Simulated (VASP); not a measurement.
Set up this calculation in VASP 6.6.1, as the native input.

```yaml
Task: relaxation of shape and atoms at fixed volume
Functional: PBE
Potentials_or_basis: VASP PAW PBE potentials, release 64 (Ni, O)
Cutoff: 600 eV
k_mesh: 10 × 10 × 10
Occupations: gaussian, width 0.05 eV
Spin: collinear spin, ferromagnetic start
Starting_moments: "[1.91, 0.21] μB"
Hubbard_terms: Ni d U = 6.2 eV
Dipole_correction: no
Further_INCAR_settings: ALGO = Normal; EDIFF = 1e-07; IBRION = 2; EDIFFG = -0.04; NSW = 60; ISIF = 4
```

The structure of NiO lies in POSCAR:

```
NiO
1.0
    1.5095250829      0.8715247130      2.4642183262
   -1.5095250829      0.8715247130      2.4642183262
    0.0000000000     -1.7430494259      2.4642183262
Ni O
1 1
Direct
    1.0000000000      0.0000000000      0.0000000000
    0.5000000000      0.5000000000      0.5000000000
```

One way to write it, as run:

INCAR

```
  ALGO = Normal
  EDIFF = 1E-7
  EDIFFG = -0.04
  ENCUT = 600
  GGA = PE
  IBRION = 2
  ISIF = 4
  ISMEAR = 0
  ISPIN = 2
  LASPH = T
  LCHARG = F
  LDAU = T
  LDAUJ = 0 0
  LDAUL = 2 -1
  LDAUPRINT = 1
  LDAUTYPE = 2
  LDAUU = 6.2 0
  LMAXMIX = 4
  LORBIT = 11
  LREAL = F
  LWAVE = F
  MAGMOM = 1.91 0.21
  NELM = 150
  NSW = 60
  PREC = Accurate
  SIGMA = 0.05
```

KPOINTS

```
k-points
0
Gamma
  10 10 10
```

Potentials or basis: VASP PAW PBE potentials, release 64 (Ni, O).

Command:

```sh
$ cat potpaw_PBE.64/Ni/POTCAR potpaw_PBE.64/O/POTCAR > POTCAR
$ mpirun -np 1 vasp_std > vasp.out
```

Results of the run:

| Item | Value |
| --- | --- |
| Pressure after relaxing | -8.6 GPa |
| Band gap on the k mesh | 2.35 eV (least direct gap 3.14 eV) |
| Net moment | 2.00 μB per cell |
| Site moments | Ni +1.83; O +0.16 μB |
| Valence electrons inside the program's atomic spheres | Ni 8.88; O 5.00 |

Caveat: a cell with one magnetic atom can't hold antiferromagnetic order, which such compounds often take.

Run time: 56 s on 1 thread of Intel Xeon 8259CL, with other jobs on the host, peak memory 0.2 GiB.
